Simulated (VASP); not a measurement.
# TlSn2 (I4/mmm) in VASP: a series of runs, part 2 of 2

VASP 6.6.1. The steps go on from the part before.

## Step 4: Relaxation of cell and atoms, PBE

Input file INCAR:

```
PREC     = Accurate       # precision mode
ENCUT    = 600            # plane-wave cutoff, eV
EDIFF    = 1E-6           # SCF threshold, eV
ISMEAR   = 0              # smearing method
SIGMA    = 0.1            # smearing width, eV
LREAL    = False          # projectors in reciprocal space
LASPH    = True           # aspherical terms in the spheres
NELM     = 80             # most SCF steps
ALGO     = Normal         # electronic algorithm
ISIF     = 3              # what is computed and relaxed
LWAVE    = False          # write WAVECAR
LCHARG   = False          # write CHGCAR
GGA      = PE             # functional
IBRION   = 2              # ionic algorithm
NSW      = 90             # ionic steps
EDIFFG   = -0.04          # ionic threshold
```

Input file KPOINTS:

```
regular mesh
0
Gamma
  6 6 6
```

Input file POSCAR:

```
TlSn2
1.0
   -1.9929447652      1.9929447652      4.8889426271
    1.9929447652     -1.9929447652      4.8889426271
    1.9929447652      1.9929447652     -4.8889426271
Tl Sn
1 2
Direct
    0.0000000000      0.0000000000      0.0000000000
    0.6650000000      0.6650000000      0.0000000000
    0.3350000000      0.3350000000      0.0000000000
```

Potentials or basis: VASP PAW PBE potentials, release 64 (Tl_d, Sn_d).

The run is started by

```console
cat potpaw_PBE.64/Tl_d/POTCAR potpaw_PBE.64/Sn_d/POTCAR > POTCAR
mpirun -np 1 vasp_std > vasp.out
```

OUTCAR:

```text
PREC = Accurate
   ENCUT = 600
   EDIFF = 1E-6
   ISMEAR = 0
   LREAL = False
   LASPH = True
   NELM = 80
   ISIF = 3
   GGA = PE
   IBRION = 2
   NSW = 90
   EDIFFG = -0.04

 ion  position               nearest neighbor table
   1  0.000  0.000  0.000-   2 3.25   2 3.25   2 3.25   3 3.25   2 3.25   3 3.25   3 3.25   3 3.25
                             2 3.28   3 3.28
   2  0.665  0.665  0.000-   3 3.23   1 3.25   1 3.25   1 3.25   1 3.25   3 3.27   3 3.27   3 3.27
                             3 3.27   1 3.28
   3  0.335  0.335  0.000-   2 3.23   1 3.25   1 3.25   1 3.25   1 3.25   2 3.27   2 3.27   2 3.27
                             2 3.27   1 3.28

  LATTYP: Found a body centered tetragonal cell.
 ALAT       =     3.9858895304
 C/A-ratio  =     2.4531250000

  Lattice vectors:

 A1 = (  -1.9929447652,   1.9929447652,   4.8889426271)
 A2 = (   1.9929447652,  -1.9929447652,   4.8889426271)
 A3 = (   1.9929447652,   1.9929447652,  -4.8889426271)

Analysis of symmetry for initial positions (statically):
=====================================================================
 Subroutine PRICEL returns:
 Original cell was already a primitive cell.

 Routine SETGRP: Setting up the symmetry group for a
 body centered tetragonal supercell.

 Subroutine GETGRP returns: Found 16 space group operations
 (whereof 16 operations were pure point group operations)
 out of a pool of 16 trial point group operations.

The static configuration has the point symmetry D_4h.

Analysis of symmetry for dynamics (positions and initial velocities):
=====================================================================
 Subroutine PRICEL returns:
 Original cell was already a primitive cell.

 Routine SETGRP: Setting up the symmetry group for a
 body centered tetragonal supercell.

 Subroutine GETGRP returns: Found 16 space group operations
 (whereof 16 operations were pure point group operations)
[... 141 lines left out ...]
 NGX is ok and might be reduce to    48
   NGX = 23   NGY = 23   NGZ = 23

--------------------------------------- Ionic step        1  -------------------------------------------

 number of electron      41.0000001 magnetization

 Free energy of the ion-electron system (eV)
  ---------------------------------------------------
  ext. energy  EPLUGINS =         0.00000000
  ---------------------------------------------------
  free energy    TOTEN  =        -9.55764964 eV

  energy without entropy =       -9.55457495  energy(sigma->0) =       -9.55611230

------------------------ aborting loop because EDIFF is reached ----------------------------------------

  FORCE on cell =-STRESS in cart. coord.  units (eV):
  Direction    XX          YY          ZZ          XY          YZ          ZX
  --------------------------------------------------------------------------------------
  -------------------------------------------------------------------------------------
  Total        2.2513369      2.2513369      3.8606921      0.0000000      0.0000000      0.0000000
  in kB       46.4392942     46.4392942     79.6361570      0.0000000      0.0000000      0.0000000
  external PRESSURE =      57.5049151 kB  Pullay stress =       0.0000000 kB
[... 92 lines left out ...]
  FREE ENERGIE OF THE ION-ELECTRON SYSTEM (eV)
  ---------------------------------------------------
  free  energy   TOTEN  =        -9.7167439276 eV

  energy  without entropy=       -9.7074009475  energy(sigma->0) =       -9.71207244

[... ionic steps 4 to 7 ...]

--------------------------------------- Ionic step        8  -------------------------------------------

 number of electron      41.0000004 magnetization

------------------------ aborting loop because EDIFF is reached ----------------------------------------
[... 32 lines left out ...]
--------------------------------------- Ionic step        9  -------------------------------------------

 number of electron      41.0000004 magnetization

 E-fermi :   6.7648     XC(G=0):  -9.9964

 val. band max:        6.7248394832   @ k =  -0.1667  -0.1667   0.1667
 cond. band min:       6.7929645741   @ k =   0.5000   0.3333   0.0000
 fundamental gap:      0.0681250909
 Fermi energy:         6.7648424053

 k-point     1 :       0.0000    0.0000    0.0000
  band No.  band energies     occupation
      1     -14.6792      2.00000
      2     -14.6557      2.00000
      3     -14.6398      2.00000
      4     -14.6398      2.00000
      5     -14.6309      2.00000
      6     -14.6136      2.00000
[... 675 lines left out ...]
--------------------------------------- Ionic step       10  -------------------------------------------

 number of electron      41.0000006 magnetization

 Free energy of the ion-electron system (eV)
  ---------------------------------------------------
  ext. energy  EPLUGINS =         0.00000000
  ---------------------------------------------------
  free energy    TOTEN  =        -9.75210163 eV

  energy without entropy =       -9.74383749  energy(sigma->0) =       -9.74796956

 E-fermi :   6.8721     XC(G=0): -10.0456

 val. band max:        6.8462185604   @ k =  -0.1667  -0.1667   0.1667
 cond. band min:       6.8861140085   @ k =   0.5000   0.3333   0.0000
 fundamental gap:      0.0398954481
 Fermi energy:         6.8720593731

 k-point     1 :       0.0000    0.0000    0.0000
  band No.  band energies     occupation
      1     -14.5706      2.00000
      2     -14.5479      2.00000
      3     -14.5321      2.00000
      4     -14.5321      2.00000
      5     -14.5230      2.00000
      6     -14.5052      2.00000
[... 669 lines left out ...]
  FREE ENERGIE OF THE ION-ELECTRON SYSTEM (eV)
  ---------------------------------------------------
  free  energy   TOTEN  =        -9.7521016320 eV

  energy  without entropy=       -9.7438374945  energy(sigma->0) =       -9.74796956

 reached required accuracy - stopping structural energy minimisation
```

It took 10 min on 1 thread of Intel Xeon Platinum 8375C at 2.90GHz (Ice Lake), shared host; peak memory 0.38 GiB.

Results:

- Free energy: -9.7521 eV
- Relaxed volume: 29.15 Å³/atom
- Relaxed cell: a = 5.952 Å, b = 5.952 Å, c = 5.952 Å, α = 139.69°, β = 139.69°, γ = 58.32°
- Space group after relaxing (to 0.1 Å): I4/mmm (No. 139)
- Energy gained by relaxing: 64.8 meV/atom
- Ionic steps: 10
- Pressure after relaxing: -0.1 GPa
- Largest force after relaxing: 0.015 eV/Å
- Band gap on the k mesh: zero (an odd number of electrons rules out a gap without spin polarisation)

Forces in eV/Å, atoms in the order of the input:
```
Tl   0.000  0.000  0.000
Sn   0.000  0.000  0.015
Sn   0.000  0.000 -0.015
```

Stress tensor (GPa, compression positive):
```
-0.04  0.00  0.00
 0.00 -0.04  0.00
 0.00  0.00 -0.14
```

Step by step:
```
step  energy change (eV)  largest force (eV/Å)  pressure (GPa)  volume (Å³)
   1              0.0000                0.3257            5.75        77.67
   2             -0.1545                0.2883           -0.92        88.58
   3             -0.1591                0.2953           -0.12        86.70
   4             -0.1591                0.2932           -0.22        86.88
   5             -0.1671                0.2602           -0.17        86.81
   6             -0.1849                0.1570            0.04        86.57
   7             -0.1885                0.1055            0.78        86.10
   8             -0.1928                0.0205            0.42        86.31
   9             -0.1934                0.0086           -0.39        88.33
  10             -0.1945                0.0151           -0.07        87.44
```

Final structure:
```xyz
3
Lattice="-2.0507 2.0507 5.1978 2.0507 -2.0507 5.1978 2.0507 2.0507 -5.1978" Properties=species:S:1:pos:R:3 pbc="T T T"
Tl    0.0000    0.0000    0.0000
Sn    0.0000    0.0000    7.0413
Sn    0.0000    0.0000    3.3544
```

Levels at points of the mesh, in eV from the Fermi level:
| k point | band 16 | band 17 | band 18 | band 19 | band 20 | band 21 | band 22 | band 23 | band 24 |
| --- | --- | --- | --- | --- | --- | --- | --- | --- | --- |
| (0.00, 0.00, 0.00) | -10.33 | -4.66 | -4.53 | -0.43 | 0.19 | 0.23 | 0.23 | 1.76 | 1.76 |
| (0.50, 0.00, 0.00) | -7.74 | -7.60 | -5.25 | -3.33 | 0.97 | 1.71 | 1.93 | 2.05 | 3.55 |
| (0.50, 0.50, 0.00) | -6.56 | -5.89 | -4.84 | -3.91 | -2.72 | -1.50 | 0.34 | 0.35 | 2.61 |
| (0.50, 0.50, 0.50) | -9.29 | -8.31 | -2.98 | -0.83 | -0.83 | 2.33 | 3.68 | 3.88 | 4.55 |

Caveat: spin-orbit coupling is left out, which moves the levels of the heavy elements.

## Step 5: Summary

```csv
task,cell,cutoff (eV),gap on the mesh (eV),pressure (GPa),largest force (eV/Å)
single point,"a = 5.643 Å, angles 138.6, 138.6, 59.9°, 3 atoms, atomic positions A",520,none,5.7,0.33
single point,"a = 5.948 Å, angles 139.7, 139.7, 58.3°, 3 atoms, atomic positions B",520,none,0.1,0.01
relaxation of cell and atoms,"relaxed from a = 5.643 Å, angles 138.6, 138.6, 59.9°, 3 atoms, atomic positions A",600,none,-0.1,0.02
```

Alike in all rows: level PBE; potentials or basis VASP PAW PBE potentials, release 64 (Tl_d, Sn_d); no spin polarisation; k mesh 6 × 6 × 6; smearing gaussian 0.1 eV.

Caveats: spin-orbit coupling is left out, which moves the levels of the heavy elements; the cell stands under pressure (at least some runs).

Absolute energies hang on the potentials; compare differences alone.
